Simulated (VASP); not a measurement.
The system is Pd.

```
Pd
1.0
     0.00000    1.94650    1.94650
     1.94650    0.00000    1.94650
     1.94650    1.94650    0.00000
Pd
1
Direct
  0.00000 0.00000 0.00000
```

* Program: VASP 6.6.1
* Task: relaxation of cell and atoms
* Functional: PBEsol
* Dispersion: D3(BJ)
* Potentials or basis: VASP PAW PBE potentials, release 64 (Pd)
* Cutoff: 600 eV
* k mesh: 12 × 12 × 12
* Occupations: fermi-dirac, width 0.05 eV
* Spin: no spin polarisation

At the start: pressure -10.1 GPa; volume 14.75 Å³/atom.

Problem. How do energy, volume and symmetry change on relaxing?

Solution. Over 4 steps the energy falls by 24.1 meV/atom and the volume is 14.03 Å³/atom (-4.9 %); space group Fm-3m (No. 225, to 0.05 Å).

Step by step:
| step | energy change (eV) | largest force (eV/Å) | pressure (GPa) | volume (Å³) |
| --- | --- | --- | --- | --- |
| 1 | 0.0000 | 0.0000 | -10.11 | 14.75 |
| 2 | 0.0623 | 0.0000 | 25.83 | 12.85 |
| 3 | -0.0241 | 0.0000 | -0.30 | 14.05 |
| 4 | -0.0241 | 0.0000 | -0.05 | 14.03 |

Final structure:
```yaml
crystal:
  lattice:
    - [0.00000, 1.91433, 1.91433]
    - [1.91433, 0.00000, 1.91433]
    - [1.91433, 1.91433, 0.00000]
  atoms:
    - { symbol: Pd, position: [0.00000, 0.00000, 0.00000] }
```

Caveat: the PAW data sets were made with another functional, which shifts forces and pressure a little; pairwise dispersion overbinds metals, which lowers pressure and volume.
